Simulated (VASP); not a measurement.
A run of VASP 6.6.1 is set up as follows.

The input INCAR:

```
PREC     = Accurate       # precision mode
ENCUT    = 600            # plane-wave cutoff, eV
EDIFF    = 1E-6           # SCF threshold, eV
ISMEAR   = 0              # smearing method
SIGMA    = 0.05           # smearing width, eV
LREAL    = F              # projectors in reciprocal space
LASPH    = T              # aspherical terms in the spheres
NELM     = 80             # most SCF steps
ALGO     = Normal         # electronic algorithm
ISIF     = 3              # what is computed and relaxed
LWAVE    = F              # write WAVECAR
LCHARG   = F              # write CHGCAR
GGA      = CA             # functional
IBRION   = 2              # ionic algorithm
NSW      = 80             # ionic steps
EDIFFG   = -0.03          # ionic threshold
```

KPOINTS

```
regular mesh
0
Gamma
  8 8 8
```

The input POSCAR:

```
TcIr
1.0
    2.8800000000      0.0000000000      0.0000000000
    0.0000000000      2.8800000000      0.0000000000
    0.0000000000      0.0000000000      2.8800000000
Ir Tc
1 1
Direct
    0.0000000000      0.0000000000      0.0000000000
    0.5000000000      0.5000000000      0.5000000000
```

Potentials or basis: VASP PAW LDA potentials, release 64 (Ir, Tc_pv).

Command:

```sh
$ cat potpaw_LDA.64/Ir/POTCAR potpaw_LDA.64/Tc_pv/POTCAR > POTCAR
$ mpirun -np 1 vasp_std > vasp.out
```

Question: What does it give for the relaxed cell?

Answer: a = 3.053 Å, b = 3.053 Å, c = 3.053 Å, α = 90.00°, β = 90.00°, γ = 90.00°.

Question: Estimate the space group after relaxing (to 0.1 Å).

Answer: Pm-3m (No. 221).

Question: Estimate the relaxed volume.

Answer: 14.23 Å³/atom.

Question: Predict the band gap on the k mesh.

Answer: Zero (bands 11 and 12 overlap by 2.16 eV).

Final structure:
```yaml
crystal:
  lattice:
    - [3.05301, 0.00000, 0.00000]
    - [0.00000, 3.05301, 0.00000]
    - [0.00000, 0.00000, 3.05301]
  atoms:
    - { symbol: Ir, position: [0.00000, 0.00000, 0.00000] }
    - { symbol: Tc, position: [0.50000, 0.50000, 0.50000] }
```

Caveat: the volume moved by over 15 % at a fixed basis, so the end points are rough; spin-orbit coupling is left out, which moves the levels of the heavy elements.
